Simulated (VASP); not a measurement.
# PbSe in VASP: further runs

Aim: see how the results for PbSe move with the level of theory and the settings. Levels: PBE, LDA. Tasks: single point.

All numbers are computed with VASP 6.6.1; they aren't measurements. Logs are shortened: lines on timing, memory, paths and dates and some standing lists are left out, and cuts for length are marked.

**1. The cell of the first run**

The cell holds a slab with vacuum, 4 atoms: a = 4.355 Å, b = 4.355 Å, c = 12.232 Å, α = 100.23°, β = 100.23°, γ = 90.13°.

**2. Single point, PBE (volume scaled by 0.96)**

The input, INCAR:

```
SYSTEM = PbSe
ALGO = Normal
EDIFF = 1E-7
ENCUT = 520
GGA = PE
ISIF = 2
ISMEAR = -1
LASPH = .True.
LCHARG = .False.
LREAL = .False.
LWAVE = .False.
NBANDS = 28
NELM = 100
PREC = Accurate
SIGMA = 0.05
```

The input, KPOINTS:

```
k-points
0
Gamma
  6 6 3
  0 0 0
```

The input, POSCAR:

```
PbSe
1.0
    4.3552219700      0.0000000000      0.0000000000
   -0.0101716689      4.3552100919      0.0000000000
   -2.1725251505     -2.1776050460     11.8386061582
Pb Se
2 2
Direct
    0.8068400000      0.8073040000      0.6184430000
    0.1854540000      0.1998100000      0.3823760000
    0.2873320000      0.3231460000      0.6231940000
    0.6842660000      0.6998950000      0.3779650000
```

Potentials or basis: VASP PAW PBE potentials, release 64 (Pb_d, Se).

Started as:

```
> cat potpaw_PBE.64/Pb_d/POTCAR potpaw_PBE.64/Se/POTCAR > POTCAR
> mpirun -np 1 vasp_std > vasp.out
```

OUTCAR:

```text
SYSTEM = PbSe
   EDIFF = 1E-7
   ENCUT = 520
   GGA = PE
   ISIF = 2
   ISMEAR = -1
   LASPH = .True.
   LREAL = .False.
   NELM = 100
   PREC = Accurate

 ion  position               nearest neighbor table
   1  0.807  0.807  0.618-   4 2.85   3 2.97   3 3.05   3 3.10   3 3.19   2 4.13   2 4.14
   2  0.185  0.200  0.382-   3 2.85   4 3.07   4 3.08   4 3.09   4 3.09   1 4.13   1 4.14
   3  0.287  0.323  0.623-   2 2.85   1 2.97   1 3.05   1 3.10   1 3.19
   4  0.684  0.700  0.378-   1 2.85   2 3.07   2 3.08   2 3.09   2 3.09

  LATTYP: Found a face centered orthorhombic cell.
 ALAT       =     6.1520173166
 B/A-ratio  =     1.0023382447
 C/A-ratio  =     3.8486907786

  Lattice vectors:

 A1 = (  -2.1826968194,   2.1776050459,  11.8386061582)
 A2 = (   2.1725251506,   2.1776050459,  11.8386061582)
 A3 = (  -0.0101716689,   4.3552100919,   0.0000000000)

Analysis of symmetry for initial positions (statically):
=====================================================================
 Subroutine PRICEL returns:
 Original cell was already a primitive cell.

 Routine SETGRP: Setting up the symmetry group for a
 face centered orthorhombic supercell.

 Subroutine GETGRP returns: Found  1 space group operations
 (whereof  1 operations were pure point group operations)
 out of a pool of  8 trial point group operations.

The static configuration has the point symmetry C_1 .

Analysis of symmetry for dynamics (positions and initial velocities):
=====================================================================
 Subroutine PRICEL returns:
 Original cell was already a primitive cell.

 Routine SETGRP: Setting up the symmetry group for a
 face centered orthorhombic supercell.

 Subroutine GETGRP returns: Found  1 space group operations
 (whereof  1 operations were pure point group operations)
 out of a pool of  8 trial point group operations.

The dynamic configuration has the point symmetry C_1 .

 Subroutine INISYM returns: Found  1 space group operations
 (whereof  1 operations are pure point group operations),
 and found     1 'primitive' translations

----------------------------------------------------------------------------------------

                                     Primitive cell

  volume of cell :     224.5536

  direct lattice vectors                    reciprocal lattice vectors
     4.355221970  0.000000000  0.000000000     0.229609422  0.000536257  0.042234702
    -0.010171669  4.355210092  0.000000000     0.000000000  0.229610048  0.042234702
    -2.172525150 -2.177605046 11.838606158     0.000000000  0.000000000  0.084469403

  length of vectors
     4.355221970  4.355221970 12.231697553     0.233462083  0.233462083  0.084469403

  position of ions in fractional coordinates (direct lattice)
     0.806840000  0.807304000  0.618443000
     0.185454000  0.199810000  0.382376000
     0.287332000  0.323146000  0.623194000
     0.684266000  0.699895000  0.377965000

  ion indices of the primitive-cell ions
   primitive index   ion index
                 1           1
                 2           2
                 3           3
                 4           4

----------------------------------------------------------------------------------------

 KPOINTS: k-points

Automatic generation of k-mesh.
 Grid dimensions read from file:
 generate k-points for:    6    6    3

 Generating k-lattice:

  Cartesian coordinates                     Fractional coordinates (reciprocal lattice)
     0.038268237  0.000089376  0.007039117     0.166666667 -0.000000000 -0.000000000
     0.000000000  0.038268341  0.007039117     0.000000000  0.166666667  0.000000000
     0.000000000  0.000000000  0.028156468     0.000000000  0.000000000  0.333333333

  Length of vectors
     0.038910347  0.038910347  0.028156468

  Shift w.r.t. Gamma in fractional coordinates (k-lattice)
     0.000000000  0.000000000  0.000000000

 -----------------------------------------------------------------------------
|                                                                             |
|           W    W    AA    RRRRR   N    N  II  N    N   GGGG   !!!           |
|           W    W   A  A   R    R  NN   N  II  NN   N  G    G  !!!           |
|           W    W  A    A  R    R  N N  N  II  N N  N  G       !!!           |
|           W WW W  AAAAAA  RRRRR   N  N N  II  N  N N  G  GGG   !            |
|           WW  WW  A    A  R   R   N   NN  II  N   NN  G    G                |
|           W    W  A    A  R    R  N    N  II  N    N   GGGG   !!!           |
|                                                                             |
|     Your reciprocal lattice and k-lattice belong to different lattice       |
|     classes:                                                                |
|                                                                             |
|        The reciprocal lattice is body-centered orthorhombic,                |
[... 90 lines left out ...]

 E-fermi :   0.8536     XC(G=0):  -5.7251

 val. band max:        0.0646925712   @ k =   0.0000   0.5000   0.0000
 cond. band min:       1.6235527880   @ k =   0.0000   0.5000   0.0000
 fundamental gap:      1.5588602167
 Fermi energy:         0.8536409389

 k-point     1 :       0.0000    0.0000    0.0000
  band No.  band energies     occupation
      1     -16.3838      2.00000
      2     -16.2836      2.00000
      3     -16.2791      2.00000
      4     -16.2691      2.00000
      5     -16.2683      2.00000
      6     -16.2616      2.00000
[... 20 lines left out ...]
     27       5.7805      0.00000
     28       5.8368      0.00000

 k-point     2 :       0.1667   -0.0000   -0.0000
  band No.  band energies     occupation
      1     -16.3705      2.00000
      2     -16.2806      2.00000
      3     -16.2771      2.00000
      4     -16.2713      2.00000
      5     -16.2687      2.00000
      6     -16.2665      2.00000
[... 20 lines left out ...]
     27       5.0320      0.00000
     28       5.9336      0.00000

 k-point     3 :       0.3333   -0.0000    0.0000
  band No.  band energies     occupation
      1     -16.3407      2.00000
      2     -16.2877      2.00000
      3     -16.2818      2.00000
      4     -16.2745      2.00000
      5     -16.2715      2.00000
      6     -16.2616      2.00000
[... 20 lines left out ...]
     27       4.9571      0.00000
     28       6.6406      0.00000

 k-point     4 :       0.5000    0.0000    0.0000
  band No.  band energies     occupation
      1     -16.3183      2.00000
      2     -16.2995      2.00000
      3     -16.2873      2.00000
      4     -16.2784      2.00000
      5     -16.2708      2.00000
      6     -16.2594      2.00000
[... 20 lines left out ...]
     27       5.7833      0.00000
     28       6.1768      0.00000

 k-point     5 :       0.0000    0.1667    0.0000
  band No.  band energies     occupation
      1     -16.3705      2.00000
      2     -16.2804      2.00000
      3     -16.2772      2.00000
      4     -16.2716      2.00000
      5     -16.2687      2.00000
      6     -16.2667      2.00000
[... 20 lines left out ...]
     27       5.0247      0.00000
     28       5.9369      0.00000

 k-point     6 :       0.1667    0.1667    0.0000
  band No.  band energies     occupation
      1     -16.3614      2.00000
      2     -16.2843      2.00000
      3     -16.2750      2.00000
      4     -16.2739      2.00000
      5     -16.2685      2.00000
      6     -16.2669      2.00000
[... 463 lines left out ...]
      5     -16.2683      2.00000
      6     -16.2616      2.00000
[... 20 lines left out ...]
     27       5.7661      0.00000
     28       5.7989      0.00000

 k-point    22 :       0.1667   -0.0000    0.3333
  band No.  band energies     occupation
      1     -16.3705      2.00000
      2     -16.2806      2.00000
      3     -16.2771      2.00000
      4     -16.2713      2.00000
      5     -16.2687      2.00000
      6     -16.2665      2.00000
[... 20 lines left out ...]
     27       5.0303      0.00000
     28       5.6808      0.00000

 k-point    23 :       0.3333   -0.0000    0.3333
  band No.  band energies     occupation
      1     -16.3407      2.00000
      2     -16.2877      2.00000
      3     -16.2818      2.00000
      4     -16.2745      2.00000
      5     -16.2715      2.00000
      6     -16.2616      2.00000
[... 20 lines left out ...]
     27       5.3964      0.00000
     28       6.0562      0.00000

 k-point    24 :       0.5000    0.0000    0.3333
  band No.  band energies     occupation
      1     -16.3183      2.00000
      2     -16.2995      2.00000
      3     -16.2873      2.00000
      4     -16.2784      2.00000
      5     -16.2708      2.00000
      6     -16.2594      2.00000
[... 20 lines left out ...]
     27       5.7557      0.00000
     28       6.3375      0.00000

 [... further k-points ...]

------------------------ aborting loop because EDIFF is reached ----------------------------------------

  FORCE on cell =-STRESS in cart. coord.  units (eV):
  Direction    XX          YY          ZZ          XY          YZ          ZX
  --------------------------------------------------------------------------------------
  -------------------------------------------------------------------------------------
  Total        1.1619990      1.1614221     -0.1596645      0.0214212      0.0298654      0.1937150
  in kB        8.2907984      8.2866825     -1.1391977      0.1528391      0.2130882      1.3821457
  external PRESSURE =       5.1460944 kB  Pullay stress =       0.0000000 kB

 VOLUME and BASIS-vectors are now :
 -----------------------------------------------------------------------------
  energy-cutoff  :      520.00
  volume of cell :      224.55
      direct lattice vectors                 reciprocal lattice vectors
     4.355221970  0.000000000  0.000000000     0.229609422  0.000536257  0.042234702
    -0.010171669  4.355210092  0.000000000     0.000000000  0.229610048  0.042234702
    -2.172525150 -2.177605046 11.838606158     0.000000000  0.000000000  0.084469403

 POSITION                                       TOTAL-FORCE (eV/Angst)
 -----------------------------------------------------------------------------------
      2.16217      2.16925      7.32150        -0.070019      0.053655     -0.017496
     -0.02506      0.03755      4.52680         0.013208     -0.010812      0.042636
     -0.10580      0.05030      7.37775         0.135333     -0.042027     -0.028360
      2.15187      2.22513      4.47458        -0.078522     -0.000816      0.003219
 -----------------------------------------------------------------------------------
    total drift:                                0.000725      0.000690      0.000228

  FREE ENERGIE OF THE ION-ELECTRON SYSTEM (eV)
  ---------------------------------------------------
  free  energy   TOTEN  =       -16.0862913888 eV

  energy  without entropy=      -16.0862913414  energy(sigma->0) =      -16.08629137
```

It took 6.8 min on 1 thread of AMD EPYC 7R43 (Zen 3), shared host; peak memory 0.44 GiB.

Results:

```yaml
Free_energy: -16.0863 eV
Largest_force: 0.145 eV/Å
Band_gap_on_the_k_mesh: 1.56 eV, direct
```

Forces in eV/Å, atoms in the order of the input:
```
Pb  -0.070  0.054 -0.017
Pb   0.013 -0.011  0.043
Se   0.135 -0.042 -0.028
Se  -0.079 -0.001  0.003
```

Caveat: the cell differs from its parent crystal (volume scaled by 0.96); spin-orbit coupling is left out, which moves the levels of the heavy elements.

**3. Single point, PBE (volume scaled by 0.98)**

The input, INCAR:

```
SYSTEM = PbSe
  PREC = Accurate
  ENCUT = 520
  EDIFF = 1E-6
  ISMEAR = -1
  SIGMA = 0.05
  LREAL = .False.
  LASPH = .True.
  NELM = 60
  ALGO = Normal
  ISIF = 2
  LWAVE = .False.
  LCHARG = .False.
  GGA = PE
  NBANDS = 28
```

The input, KPOINTS:

```
Automatic mesh
0
Gamma
  6 6 3
  0 0 0
```

The input, POSCAR:

```
PbSe
1.0
    4.3852589327      0.0000000000      0.0000000000
   -0.0102418205      4.3852469728      0.0000000000
   -2.1875085560     -2.1926234864     11.9202542980
Pb Se
2 2
Direct
    0.8068400000      0.8073040000      0.6184430000
    0.1854540000      0.1998100000      0.3823760000
    0.2873320000      0.3231460000      0.6231940000
    0.6842660000      0.6998950000      0.3779650000
```

Potentials or basis: VASP PAW PBE potentials, release 64 (Pb_d, Se).

Started as:

```
> cat potpaw_PBE.64/Pb_d/POTCAR potpaw_PBE.64/Se/POTCAR > POTCAR
> mpirun -np 1 vasp_std > vasp.out
```

It took 7.5 min on 1 thread of AMD EPYC 7R43 (Zen 3), shared host; peak memory 0.51 GiB.

It converged, with:

```
Free energy            : -16.0945 eV
Largest force          : 0.163 eV/Å
Band gap on the k mesh : 1.56 eV, direct
```

Forces on the atoms (eV/Å):
```
Pb  -0.047  0.040 -0.123
Pb   0.008 -0.012  0.147
Se   0.113 -0.028 -0.115
Se  -0.074 -0.001  0.091
```

Levels at points of the mesh, in eV from the valence-band top:
```
           k point  band 16  band 17  band 18  band 19  band 20  band 21  band 22  band 23  band 24  band 25
(0.00, 0.00, 0.00)    -2.31    -2.29    -1.36    -1.35    -0.45     2.09     3.83     4.55     4.87     5.05
(0.50, 0.00, 0.00)    -1.62    -0.93    -0.80    -0.04    -0.02     1.58     1.60     2.46     2.62     2.88
(0.00, 0.50, 0.00)    -1.68    -0.89    -0.84    -0.04     0.00     1.56     1.61     2.52     2.58     2.91
(0.50, 0.50, 0.00)    -3.92    -2.76    -2.75    -1.35    -1.33     3.56     3.59     5.14     5.17     5.59
```

Caveat: the cell differs from its parent crystal (volume scaled by 0.98); spin-orbit coupling is left out, which moves the levels of the heavy elements.

**4. Single point, LDA**

This run uses another cell than the first one, of 58.48 Å³/atom, 1.042 times its volume.

The input, INCAR:

```
PREC = Accurate
ENCUT = 520
EDIFF = 1E-7
ISMEAR = -1
SIGMA = 0.05
LREAL = F
LASPH = T
NELM = 100
ALGO = Normal
ISIF = 2
LWAVE = F
LCHARG = T
LELF = T
LVHAR = T
NBANDS = 28
```

The input, KPOINTS:

```
Automatic mesh
0
Gamma
  6 6 3
```

The input, POSCAR:

```
PbSe
1.0
    4.4148899595      0.0000000000      0.0000000000
   -0.0103110241      4.4148779187      0.0000000000
   -2.2022894676     -2.2074389594     12.0007990000
Pb Se
2 2
Direct
    0.8068400000      0.8073040000      0.6184430000
    0.1854540000      0.1998100000      0.3823760000
    0.2873320000      0.3231460000      0.6231940000
    0.6842660000      0.6998950000      0.3779650000
```

Potentials or basis: VASP PAW LDA potentials, release 64 (Pb_d, Se).

Started as:

```
> cat potpaw_LDA.64/Pb_d/POTCAR potpaw_LDA.64/Se/POTCAR > POTCAR
> mpirun -np 1 vasp_std > vasp.out
```

Wall time 3.9 min (1 thread of Intel Xeon 6975P-C (Granite Rapids), shared host); peak memory 0.47 GiB.

Results (log left out):

```yaml
Free_energy: -18.1406 eV
Largest_force: 0.556 eV/Å
Band_gap_on_the_k_mesh: 1.46 eV, direct
```

Forces on the atoms (eV/Å):
```
Pb   0.015  0.005 -0.534
Pb   0.000 -0.017  0.555
Se   0.055  0.010 -0.492
Se  -0.070  0.002  0.470
```

Levels at points of the mesh, in eV from the valence-band top:
```
           k point  band 16  band 17  band 18  band 19  band 20  band 21  band 22  band 23  band 24  band 25
(0.00, 0.00, 0.00)    -2.22    -2.20    -1.29    -1.27    -0.38     2.05     4.11     4.51     4.79     4.90
(0.50, 0.00, 0.00)    -1.53    -0.85    -0.72    -0.05    -0.02     1.48     1.50     2.38     2.54     2.83
(0.00, 0.50, 0.00)    -1.59    -0.82    -0.76    -0.04     0.00     1.46     1.51     2.44     2.50     2.88
(0.50, 0.50, 0.00)    -3.81    -2.67    -2.66    -1.27    -1.26     3.48     3.51     5.11     5.14     5.46
```

Caveat: spin-orbit coupling is left out, which moves the levels of the heavy elements.

**5. Single point, LDA (volume scaled by 1.02)**

The input, INCAR:

```
SYSTEM = PbSe
  ALGO = Normal
  EDIFF = 1E-7
  ENCUT = 520
  ISIF = 2
  ISMEAR = -1
  LASPH = .TRUE.
  LCHARG = .FALSE.
  LREAL = .FALSE.
  LWAVE = .FALSE.
  NBANDS = 28
  NELM = 60
  PREC = Accurate
  SIGMA = 0.05
```

The input, KPOINTS:

```
k-points
0
G
  6 6 3
  0 0 0
```

The input, POSCAR:

```
PbSe
1.0
    4.4441284934      0.0000000000      0.0000000000
   -0.0103793110      4.4441163729      0.0000000000
   -2.2168745911     -2.2220581865     12.0802768063
Pb Se
2 2
Direct
    0.8068400000      0.8073040000      0.6184430000
    0.1854540000      0.1998100000      0.3823760000
    0.2873320000      0.3231460000      0.6231940000
    0.6842660000      0.6998950000      0.3779650000
```

Started as:

```
> cat potpaw_LDA.64/Pb_d/POTCAR potpaw_LDA.64/Se/POTCAR > POTCAR
> mpirun -np 1 vasp_std > vasp.out
```

Run time: 3.4 min. Hardware: 1 thread of Intel Xeon 6975P-C (Granite Rapids), shared host; peak memory 0.48 GiB.

It converged, with:

* Free energy: -18.0713 eV
* Largest force: 0.638 eV/Å
* Band gap on the k mesh: 1.46 eV, direct

Forces in eV/Å, atoms in the order of the input:
```
Pb   0.035 -0.006 -0.617
Pb  -0.005 -0.017  0.638
Se   0.036  0.021 -0.560
Se  -0.066  0.002  0.539
```

Levels at points of the mesh, in eV from the valence-band top:
```csv
k point,band 17,band 18,band 19,band 20,band 21,band 22,band 23,band 24
"(0.00, 0.00, 0.00)",-2.12,-1.22,-1.21,-0.35,2.06,4.13,4.53,4.75
"(0.50, 0.00, 0.00)",-0.80,-0.68,-0.04,-0.02,1.48,1.50,2.38,2.54
"(0.00, 0.50, 0.00)",-0.77,-0.71,-0.04,0.00,1.46,1.51,2.44,2.50
"(0.50, 0.50, 0.00)",-2.57,-2.56,-1.21,-1.20,3.45,3.48,5.14,5.16
```

Caveat: the cell differs from its parent crystal (volume scaled by 1.02); spin-orbit coupling is left out, which moves the levels of the heavy elements.

**6. The runs side by side**

```tsv
level	potentials or basis	cell	gap on the mesh (eV)	largest force (eV/Å)
PBE	VASP PAW PBE potentials, release 64 (Pb_d, Se)	a = 4.355, b = 4.355, c = 12.232 Å, angles 100.2, 100.2, 90.1°, 4 atoms	1.56	0.14
PBE	VASP PAW PBE potentials, release 64 (Pb_d, Se)	a = 4.385, b = 4.385, c = 12.316 Å, angles 100.2, 100.2, 90.1°, 4 atoms	1.56	0.16
LDA	VASP PAW LDA potentials, release 64 (Pb_d, Se)	a = 4.415, b = 4.415, c = 12.399 Å, angles 100.2, 100.2, 90.1°, 4 atoms	1.46	0.56
LDA	VASP PAW LDA potentials, release 64 (Pb_d, Se)	a = 4.444, b = 4.444, c = 12.481 Å, angles 100.2, 100.2, 90.1°, 4 atoms	1.46	0.64
```

Alike in all rows: task single point; no spin polarisation; k mesh 6 × 6 × 3; cutoff (eV) 520; smearing fermi-dirac 0.05 eV.

Caveats: spin-orbit coupling is left out, which moves the levels of the heavy elements.

Absolute energies hang on the potentials; compare differences alone.
